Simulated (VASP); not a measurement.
# AlN (Fm-3m) in VASP: elastic constants with LDA

Aim: the elastic constants of AlN with LDA.

Everything below comes from runs of VASP 6.6.1. Logs are shortened: lines on timing, memory, paths and dates and some standing lists are left out, and cuts for length are marked.

## (1) The cell of the first run

Symmetry: Fm-3m, No. 225, cubic system. Conventional cell: a = 4.011 Å, b = 4.011 Å, c = 4.011 Å, α = 90.00°, β = 90.00°, γ = 90.00°. Within 2.7 Å of Al (site symmetry m-3m) lie 6 N at 2.01 Å. Within 2.7 Å of N (site symmetry m-3m) lie 6 Al at 2.01 Å.

## (2) Elastic constants, LDA

INCAR reads:

```
PREC     = Accurate       # precision mode
ENCUT    = 600            # plane-wave cutoff, eV
EDIFF    = 1E-8           # SCF threshold, eV
ISMEAR   = 0              # smearing method
SIGMA    = 0.01           # smearing width, eV
LREAL    = False          # projectors in reciprocal space
LASPH    = True           # aspherical terms in the spheres
NELM     = 120            # most SCF steps
ALGO     = Normal         # electronic algorithm
ISIF     = 3              # what is computed and relaxed
LWAVE    = False          # write WAVECAR
LCHARG   = False          # write CHGCAR
GGA      = CA             # functional
IBRION   = 6              # ionic algorithm
NFREE    = 2            
POTIM    = 0.015          # step
NSW      = 1              # ionic steps
GGA_COMPAT= False
```

KPOINTS reads:

```
Automatic mesh
0
Gamma
  10 10 10
```

POSCAR reads:

```
AlN
1.0
    0.0000000000      2.0054623642      2.0054623642
    2.0054623642      0.0000000000      2.0054623642
    2.0054623642      2.0054623642      0.0000000000
Al N
1 1
Direct
    0.5000000000      0.5000000000      0.5000000000
    0.0000000000      0.0000000000      0.0000000000
```

Potentials or basis: VASP PAW LDA potentials, release 64 (Al, N).

Command:

```
> cat potpaw_LDA.64/Al/POTCAR potpaw_LDA.64/N/POTCAR > POTCAR
> mpirun -np 1 vasp_std > vasp.out
```

OUTCAR:

```text
PREC = Accurate
   ENCUT = 600
   EDIFF = 1E-8
   ISMEAR = 0
   LREAL = False
   LASPH = True
   NELM = 120
   ISIF = 3
   GGA = CA
   IBRION = 6
   NFREE = 2
   POTIM = 0.015
   NSW = 1

 ion  position               nearest neighbor table
   1  0.500  0.500  0.500-   2 2.01   2 2.01   2 2.01   2 2.01   2 2.01   2 2.01
   2  0.000  0.000  0.000-   1 2.01   1 2.01   1 2.01   1 2.01   1 2.01   1 2.01

  LATTYP: Found a face centered cubic cell.
 ALAT       =     4.0109247284

  Lattice vectors:

 A1 = (   0.0000000000,   2.0054623642,   2.0054623642)
 A2 = (   2.0054623642,   0.0000000000,   2.0054623642)
 A3 = (   2.0054623642,   2.0054623642,   0.0000000000)

Analysis of symmetry for initial positions (statically):
=====================================================================
 Subroutine PRICEL returns:
 Original cell was already a primitive cell.

 Routine SETGRP: Setting up the symmetry group for a
 face centered cubic supercell.

 Subroutine GETGRP returns: Found 48 space group operations
 (whereof 48 operations were pure point group operations)
 out of a pool of 48 trial point group operations.

The static configuration has the point symmetry O_h .

Analysis of symmetry for dynamics (positions and initial velocities):
=====================================================================
 Subroutine PRICEL returns:
 Original cell was already a primitive cell.

 Routine SETGRP: Setting up the symmetry group for a
 face centered cubic supercell.

 Subroutine GETGRP returns: Found 48 space group operations
 (whereof 48 operations were pure point group operations)
 out of a pool of 48 trial point group operations.

The dynamic configuration has the point symmetry O_h .

 Subroutine INISYM returns: Found 48 space group operations
 (whereof 48 operations are pure point group operations),
 and found     1 'primitive' translations

----------------------------------------------------------------------------------------

                                     Primitive cell

  volume of cell :      16.1315

  direct lattice vectors                    reciprocal lattice vectors
     0.000000000  2.005462364  2.005462364    -0.249319064  0.249319064  0.249319064
     2.005462364  0.000000000  2.005462364     0.249319064 -0.249319064  0.249319064
     2.005462364  2.005462364  0.000000000     0.249319064  0.249319064 -0.249319064

  length of vectors
     2.836152074  2.836152074  2.836152074     0.431833287  0.431833287  0.431833287

  position of ions in fractional coordinates (direct lattice)
     0.500000000  0.500000000  0.500000000
     0.000000000  0.000000000  0.000000000

  ion indices of the primitive-cell ions
   primitive index   ion index
                 1           1
                 2           2

----------------------------------------------------------------------------------------

 KPOINTS: Automatic mesh

Automatic generation of k-mesh.
 Grid dimensions read from file:
 generate k-points for:   10   10   10

 Generating k-lattice:

  Cartesian coordinates                     Fractional coordinates (reciprocal lattice)
    -0.024931906  0.024931906  0.024931906     0.100000000  0.000000000  0.000000000
     0.024931906 -0.024931906  0.024931906     0.000000000  0.100000000  0.000000000
     0.024931906  0.024931906 -0.024931906     0.000000000  0.000000000  0.100000000

  Length of vectors
     0.043183329  0.043183329  0.043183329

  Shift w.r.t. Gamma in fractional coordinates (k-lattice)
     0.000000000  0.000000000  0.000000000

 Subroutine IBZKPT returns following result:
 ===========================================

 Found     47 irreducible k-points:

 Following reciprocal coordinates:
            Coordinates               Weight
  0.000000  0.000000  0.000000      1.000000
  0.100000  0.000000  0.000000      8.000000
  0.200000  0.000000  0.000000      8.000000
  0.300000  0.000000  0.000000      8.000000
  0.400000  0.000000  0.000000      8.000000
  0.500000  0.000000  0.000000      4.000000
[... 16 lines left out ...]
  0.300000  0.300000  0.000000      6.000000
  0.400000  0.300000  0.000000     24.000000
 [... further k-points ...]
[... 41 lines left out ...]
  Thomas-Fermi vector in A             =   2.427322
   LORBIT       =      0    0 simple, 1 ext, 2 COOP (PROOUT), +10 PAW based schemes
   GGA     = CA    functional components
   LHFCALC =     F    Hartree Fock is set to
   AEXX    =    0.0000 exact exchange contribution
   IVDW    =     0    specifies the selected vdW correction
   LEPSILON=     F    determine dielectric tensor
   LRPA    =     F    only Hartree local field effects (RPA)
 finite differences with symmetry
 non-spin polarized calculation
 Gauss-broadening in eV      SIGMA  =   0.01
  energy-cutoff  :      600.00
  volume of cell :       16.13
 maximum number of plane-waves:       548
   NGX = 11   NGY = 11   NGZ = 11

--------------------------------------- Ionic step        1  -------------------------------------------

 number of electron       8.0000000 magnetization

 Free energy of the ion-electron system (eV)
  ---------------------------------------------------
  ext. energy  EPLUGINS =         0.00000000
  ---------------------------------------------------
  free energy    TOTEN  =       -16.23130969 eV

  energy without entropy =      -16.23130969  energy(sigma->0) =      -16.23130969

------------------------ aborting loop because EDIFF is reached ----------------------------------------

  FORCE on cell =-STRESS in cart. coord.  units (eV):
  Direction    XX          YY          ZZ          XY          YZ          ZX
  --------------------------------------------------------------------------------------
  -------------------------------------------------------------------------------------
  Total        0.0539876      0.0539876      0.0539876      0.0000000     -0.0000000      0.0000000
  in kB        5.3620565      5.3620565      5.3620565      0.0000000     -0.0000000      0.0000000
  external PRESSURE =       5.3620565 kB  Pullay stress =       0.0000000 kB
[... 89 lines left out ...]
  FREE ENERGIE OF THE ION-ELECTRON SYSTEM (eV)
  ---------------------------------------------------
  free  energy   TOTEN  =       -16.2246114620 eV

  energy  without entropy=      -16.2246114620  energy(sigma->0) =      -16.22461146

 E-fermi :   9.9751     XC(G=0): -12.6166

 val. band max:        9.9001147613   @ k =   0.0000   0.0000   0.0000
 cond. band min:      14.3336890567   @ k =   0.5000   0.0000   0.5000
 fundamental gap:      4.4335742954
 Fermi energy:         9.9750592231

 k-point     1 :       0.0000    0.0000    0.0000
  band No.  band energies     occupation
      1      -7.6625      2.00000
      2       9.7948      2.00000
      3       9.7948      2.00000
      4       9.9001      2.00000
      5      15.7317      0.00000
      6      21.7510      0.00000
      7      21.9520      0.00000
      8      21.9520      0.00000
[... 243 lines left out ...]
 k-point    24 :       0.4000    0.3000    0.0000
  band No.  band energies     occupation
      1      -4.6220      2.00000
      2       3.9562      2.00000
      3       7.0147      2.00000
      4       7.5739      2.00000
      5      15.9672      0.00000
      6      16.7408      0.00000
      7      21.9351      0.00000
      8      25.4552      0.00000

 [... further k-points ...]

[... ionic steps 4 to 14 ...]

--------------------------------------- Ionic step       15  -------------------------------------------

 number of electron       8.0000000 magnetization

------------------------ aborting loop because EDIFF is reached ----------------------------------------
[... 67 lines left out ...]
--------------------------------------- Ionic step       17  -------------------------------------------

 number of electron       8.0000000 magnetization

 Free energy of the ion-electron system (eV)
  ---------------------------------------------------
  ext. energy  EPLUGINS =         0.00000000
  ---------------------------------------------------
  free energy    TOTEN  =       -16.23041315 eV

  energy without entropy =      -16.23041315  energy(sigma->0) =      -16.23041315

 E-fermi :  10.1681     XC(G=0): -12.6870

 val. band max:       10.0270075443   @ k =   0.0000   0.0000   0.0000
 cond. band min:      14.7204687862   @ k =   0.5000   0.5000   0.0000
 fundamental gap:      4.6934612419
 Fermi energy:        10.1680804823

 k-point     1 :       0.0000    0.0000    0.0000
  band No.  band energies     occupation
      1      -7.6030      2.00000
      2      10.0260      2.00000
      3      10.0270      2.00000
      4      10.0270      2.00000
      5      16.1510      0.00000
      6      22.1251      0.00000
      7      22.1253      0.00000
      8      22.1253      0.00000
[... 282 lines left out ...]
  FREE ENERGIE OF THE ION-ELECTRON SYSTEM (eV)
  ---------------------------------------------------
  free  energy   TOTEN  =       -16.2304131540 eV

  energy  without entropy=      -16.2304131540  energy(sigma->0) =      -16.23041315

 INTERNAL STRAIN TENSORS FROM STRAINED CELLS
 ============================================

 INTERNAL STRAIN TENSOR FOR ION    1 for displacements in x,y,z  (eV/Angst):
          X           Y           Z          XY          YZ          ZX
  --------------------------------------------------------------------------------
  x     0.00000    -0.00000    -0.00000     0.00000     0.00000     0.00000
  y     0.00000    -0.00000    -0.00000     0.00000    -0.00000    -0.00000
  z     0.00000     0.00000    -0.00000     0.00000    -0.00000    -0.00000

 INTERNAL STRAIN TENSORS FROM DISPLACED ATOMS
 ============================================

 INTERNAL STRAIN TENSOR FOR ION    1 for displacements in x,y,z  (eV/Angst):
          X           Y           Z          XY          YZ          ZX
  --------------------------------------------------------------------------------
  x     0.00000     0.00000     0.00000     0.00000     0.00000     0.00000
  y     0.00000     0.00000     0.00000     0.00000     0.00000     0.00000
  z     0.00000     0.00000     0.00000     0.00000     0.00000     0.00000

 INTERNAL STRAIN TENSOR FOR ION    2 for displacements in x,y,z  (eV/Angst):
          X           Y           Z          XY          YZ          ZX
  --------------------------------------------------------------------------------
  x     0.00000     0.00000     0.00000     0.00000     0.00000     0.00000
  y     0.00000     0.00000     0.00000     0.00000     0.00000     0.00000
  z     0.00000     0.00000     0.00000     0.00000     0.00000     0.00000

 Eigenvectors and eigenvalues of the dynamical matrix
 ----------------------------------------------------

   1 f  =   14.543501 THz    91.379513 2PiTHz  485.118984 cm-1    60.147061 meV
             X         Y         Z           dx          dy          dz
      2.005462  2.005462  2.005462     0.000000    0.000000   -0.584524
      0.000000  0.000000  0.000000     0.000000    0.000000    0.811376
[... 21 lines left out ...]
   6 f/i=    0.000471 THz     0.002960 2PiTHz    0.015714 cm-1     0.001948 meV
             X         Y         Z           dx          dy          dz
      2.005462  2.005462  2.005462    -0.079667    0.639718    0.492692
      0.000000  0.000000  0.000000    -0.057393    0.460860    0.354941

--------------------------------------------------------------------------------------------------------

 ELASTIC MODULI CONTR FROM IONIC RELAXATION (kBar)
 Direction    XX          YY          ZZ          XY          YZ          ZX
 --------------------------------------------------------------------------------
 XX           0.0000      0.0000      0.0000      0.0000      0.0000      0.0000
 YY           0.0000      0.0000      0.0000      0.0000      0.0000      0.0000
 ZZ           0.0000      0.0000      0.0000      0.0000      0.0000      0.0000
 XY           0.0000      0.0000      0.0000      0.0000      0.0000      0.0000
 YZ           0.0000      0.0000      0.0000      0.0000      0.0000      0.0000
 ZX           0.0000      0.0000      0.0000      0.0000      0.0000      0.0000
 --------------------------------------------------------------------------------

 TOTAL ELASTIC MODULI (kBar)
 Direction    XX          YY          ZZ          XY          YZ          ZX
 --------------------------------------------------------------------------------
 XX        4901.0702   1733.1095   1733.1095      0.0000     -0.0000      0.0000
 YY        1733.1095   4901.0702   1733.1095     -0.0000     -0.0000     -0.0000
 ZZ        1733.1095   1733.1095   4901.0702     -0.0000     -0.0000      0.0000
 XY           0.0000     -0.0000     -0.0000   3257.6160      0.0000      0.0000
 YZ          -0.0000     -0.0000     -0.0000      0.0000   3257.6160     -0.0000
 ZX           0.0000     -0.0000      0.0000      0.0000     -0.0000   3257.6160
 --------------------------------------------------------------------------------
```

Wall time 79 s (1 thread of Intel Xeon 6975P-C (Granite Rapids), shared host); peak memory 0.21 GiB.

Results:

```yaml
Elastic_constants_C11_C12_C44: 490, 173, 326 GPa
Voigt_bulk_modulus: 279 GPa
Highest_phonon_frequency_at_Γ_LO-TO_splitting_left_out: 485 cm⁻¹
```

Phonon frequencies in cm⁻¹ (negative: imaginary):
| q point | frequencies |
| --- | --- |
| (0.000, 0.000, 0.000) | 0 0 0 485 485 485 |

Elastic tensor in Voigt notation (GPa, in the Cartesian axes of the cell as first typed):
```
490 173 173   0   0   0
173 490 173   0   0   0
173 173 490   0   0   0
  0   0   0 326   0   0
  0   0   0   0 326   0
  0   0   0   0   0 326
```

Clamped-ion elastic tensor (GPa):
```
490 173 173   0   0   0
173 490 173   0   0   0
173 173 490   0   0   0
  0   0   0 326   0   0
  0   0   0   0 326   0
  0   0   0   0   0 326
```
